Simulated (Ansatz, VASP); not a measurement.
# InAs in VASP and in Ansatz

The input POSCAR:

```
InAs
1.0
    0.0000000000      3.1528239916      3.1528239916
    3.1528239916      0.0000000000      3.1528239916
    3.1528239916      3.1528239916      0.0000000000
In As
1 1
Direct
    0.0000000000      0.0000000000      0.0000000000
    0.2500000000      0.2500000000      0.2500000000
```

The input INCAR.step1:

```
SYSTEM = InAs
ALGO     = Normal         ! electronic algorithm
EDIFF    = 1E-4           ! SCF threshold, eV
ENCUT    = 520            ! plane-wave cutoff, eV
GGA      = PE             ! functional
ISMEAR   = 0              ! smearing method
LASPH    = .TRUE.         ! aspherical terms in the spheres
LCHARG   = .FALSE.        ! write CHGCAR
LREAL    = .FALSE.        ! projectors in reciprocal space
LWAVE    = .TRUE.         ! write WAVECAR
NBANDS   = 16             ! bands
NELM     = 80             ! most SCF steps
PREC     = Accurate       ! precision mode
SIGMA    = 0.01           ! smearing width, eV
```

INCAR.step2

```
SYSTEM = InAs
ALGO     = Normal         ! electronic algorithm
EDIFF    = 1E-6           ! SCF threshold, eV
ENCUT    = 520            ! plane-wave cutoff, eV
ISIF     = 2              ! what is computed and relaxed
ISMEAR   = 0              ! smearing method
ISTART   = 1            
LASPH    = .TRUE.         ! aspherical terms in the spheres
LCHARG   = .FALSE.        ! write CHGCAR
LMIXTAU  = .TRUE.       
LREAL    = .FALSE.        ! projectors in reciprocal space
LWAVE    = .FALSE.        ! write WAVECAR
METAGGA  = R2SCAN         ! meta-GGA
NBANDS   = 16             ! bands
NELM     = 80             ! most SCF steps
PREC     = Accurate       ! precision mode
SIGMA    = 0.01           ! smearing width, eV
```

Contents of KPOINTS:

```
k-points
0
G
  10 10 10
  0 0 0
```

Input for Ansatz:

```yaml
crystal:
  lattice:
    - [0.0, 3.1528239916, 3.1528239916]
    - [3.1528239916, 0.0, 3.1528239916]
    - [3.1528239916, 3.1528239916, 0.0]
  atoms:
    - { symbol: In, position: [0.0, 0.0, 0.0] }
    - { symbol: As, position: [0.25, 0.25, 0.25] }
basis:
  ecutwfc: 500
kpoints:
  mp_grid: { grid: [10, 10, 10] }
hamiltonian:
  xc: r2scan
scf:
  occupations: { method: gaussian, width: 0.01 }
output:
  forces: true
  stress: true
  eigenvalues: true
```

Alike in both runs: task single point; functional r2SCAN; k mesh 10 × 10 × 10; occupations gaussian, width 0.01 eV; no spin polarisation.

```csv
,VASP,Ansatz
version,VASP 6.6.1,Ansatz 0.2.0
potentials or method,"VASP PAW PBE potentials, release 64 (In_d, As), cutoff 520 eV","scalar-relativistic, plane waves, PAW"
valence electrons in the cell,18,28
```

|  | VASP | Ansatz | Ansatz less VASP |
| --- | --- | --- | --- |
| gap on the k mesh at the Fermi level (eV) | none | none | - |
| pressure (GPa) | -4.4 | -4.4 | +0.02 |

VASP's potentials were made for PBE, not for r2SCAN. A gap of «none» marks a metal or a gap that the smearing closes. VASP's potentials hold 18 valence electrons a cell and Ansatz's 28, so a difference there can come from the potentials and not from the codes.
